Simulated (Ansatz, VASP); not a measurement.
## One calculation of GeCl2, two programs

INCAR

```
PREC     = Accurate       # precision mode
ENCUT    = 520            # plane-wave cutoff, eV
EDIFF    = 1E-6           # SCF threshold, eV
ISMEAR   = 0              # smearing method
SIGMA    = 0.1            # smearing width, eV
LREAL    = F              # projectors in reciprocal space
LASPH    = T              # aspherical terms in the spheres
NELM     = 100            # most SCF steps
ALGO     = Normal         # electronic algorithm
ISIF     = 2              # what is computed and relaxed
LWAVE    = F              # write WAVECAR
LCHARG   = F              # write CHGCAR
GGA      = PE             # functional
NBANDS   = 21             # bands
```

File KPOINTS:

```
regular mesh
0
Gamma
  6 6 4
```

POSCAR

```
GeCl2
1.0
    3.3534562300      0.0000000000      0.0000000000
   -1.6767281200      2.9041782900      0.0000000000
    0.0000000000      0.0000000000      5.7358321100
Ge Cl
1 2
Direct
    0.0000000000      0.0000000000      0.9745411400
    0.3333333300      0.6666666700      0.6565567100
    0.6666666700      0.3333333300      0.6565567100
```

Input for Ansatz:

```yaml
crystal:
  lattice:
    - [3.35345623, 0.0, 0.0]
    - [-1.67672812, 2.90417829, 0.0]
    - [0.0, 0.0, 5.73583211]
  atoms:
    - { symbol: Ge, position: [0.0, 0.0, 0.97454114] }
    - { symbol: Cl, position: [0.33333333, 0.66666667, 0.65655671] }
    - { symbol: Cl, position: [0.66666667, 0.33333333, 0.65655671] }
basis:
  ecutwfc: 420
kpoints:
  mp_grid: { grid: [6, 6, 4] }
hamiltonian:
  xc: pbe
scf:
  occupations: { method: gaussian, width: 0.1 }
  lower_state_search: "off"
output:
  forces: true
  stress: true
  eigenvalues: true
```

Alike in both runs: task single point; functional PBE; k mesh 6 × 6 × 4; occupations gaussian, width 0.1 eV; no spin polarisation.

```csv
,VASP,Ansatz
version,VASP 6.6.1,Ansatz 0.2.0
potentials or method,"VASP PAW PBE potentials, release 64 (Ge_d, Cl), cutoff 520 eV","scalar-relativistic, plane waves, PAW"
valence electrons in the cell,28,28
```

|  | VASP | Ansatz | Ansatz less VASP |
| --- | --- | --- | --- |
| gap on the k mesh at the Fermi level (eV) | none | none | - |
| rms of the force components (eV/Å) | 1.088 | 1.066 | -0.0222 |

Atom by atom the forces differ by 0.022 eV/Å (rms over components). A gap of «none» marks a metal or a gap that the smearing closes.

The k mesh is coarse, so the values compare programs but aren't converged.
